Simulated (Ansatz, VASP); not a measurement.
## Two plane-wave programs on Cu

```
CELL_PARAMETERS angstrom
0.00000 1.83627 1.83627
1.83627 0.00000 1.83627
1.83627 1.83627 0.00000
ATOMIC_POSITIONS crystal
Cu 0.00000 0.00000 0.00000
```

Alike in both runs: functional RPBE; k mesh 15 × 15 × 15; occupations fermi-dirac, width 0.1 eV; no spin polarisation.

Ansatz relaxed the structure, and its values are those at the end. VASP's run is a single point on that final structure, the one shown.

|  | VASP | Ansatz |
| --- | --- | --- |
| version | VASP 6.6.1 | Ansatz 0.2.0 |
| potentials or method | VASP PAW PBE potentials, release 64 (Cu), cutoff 520 eV | plane waves (420 eV) with PAW, scalar-relativistic |
| valence electrons in the cell | 11 | 19 |

Ansatz gave:

```
pressure (GPa) : 0.0
```

Estimate VASP's values.

pressure (GPa): 0.5.

VASP's potentials were made for PBE, not for RPBE. With one functional, cell and mesh, what is left measures potentials, basis and numerics. VASP's potentials hold 11 valence electrons a cell and Ansatz's 19, so a difference there can come from the potentials and not from the codes.
